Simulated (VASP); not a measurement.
Write the native input for VASP 6.6.1 that does the following.

```
Task                   : relaxation of cell and atoms
Functional             : PBE
Potentials or basis    : VASP PAW PBE potentials, release 64 (Na_pv, H)
Cutoff                 : 600 eV
k mesh                 : 6 × 6 × 8
Occupations            : gaussian, width 0.02 eV
Spin                   : no spin polarisation
Dipole correction      : no
Further INCAR settings : ALGO = Normal; EDIFF = 1e-07; IBRION = 2; EDIFFG = -0.01; NSW = 100; ISIF = 3
```

The structure of NaH lies in POSCAR:

```
NaH
1.0
    5.7006369868      0.0000000000      0.0000000000
   -2.8503184934      4.9368964483      0.0000000000
    0.0000000000      0.0000000000      3.2601698844
Na H
3 3
Direct
    0.0000000000      0.0000000000      0.0000000000
    0.3333333333      0.6666666667      0.5000000000
    0.6666666667      0.3333333333      0.5000000000
    0.5000000000      0.0000000000      0.0000000000
    0.5000000000      0.5000000000      0.0000000000
    0.0000000000      0.5000000000      0.0000000000
```

The cell was generated, and may not be a known phase.

One way to write it, as run:

INCAR

```
ALGO = Normal
EDIFF = 1E-7
EDIFFG = -0.01
ENCUT = 600
GGA = PE
IBRION = 2
ISIF = 3
ISMEAR = 0
LASPH = True
LCHARG = False
LREAL = False
LWAVE = False
NELM = 100
NSW = 100
PREC = Accurate
SIGMA = 0.02
```

KPOINTS

```
k-points
0
Gamma
  6 6 8
```

Potentials or basis: VASP PAW PBE potentials, release 64 (Na_pv, H).

The run is started by

```sh
$ cat potpaw_PBE.64/Na_pv/POTCAR potpaw_PBE.64/H/POTCAR > POTCAR
$ mpirun -np 1 vasp_std > vasp.out
```

It gave:

| Quantity | Value |
| --- | --- |
| Relaxed volume | 15.49 Å³/atom |
| Relaxed cell | a = 5.729 Å, b = 5.729 Å, c = 3.270 Å, α = 90.00°, β = 90.00°, γ = 120.00° |
| Space group after relaxing (to 0.1 Å) | P6/mmm (No. 191) |
| Energy gained by relaxing | 0.1 meV/atom |
| Ionic steps | 3 |
| Pressure after relaxing | 0.0 GPa |
| Band gap on the k mesh | 1.13 eV (least direct gap 1.27 eV) |

Wall time 52 s on 1 thread of Intel(R) Xeon(R) 6975P-C (Granite Rapids), with other jobs on the host, peak memory 0.26 GiB.
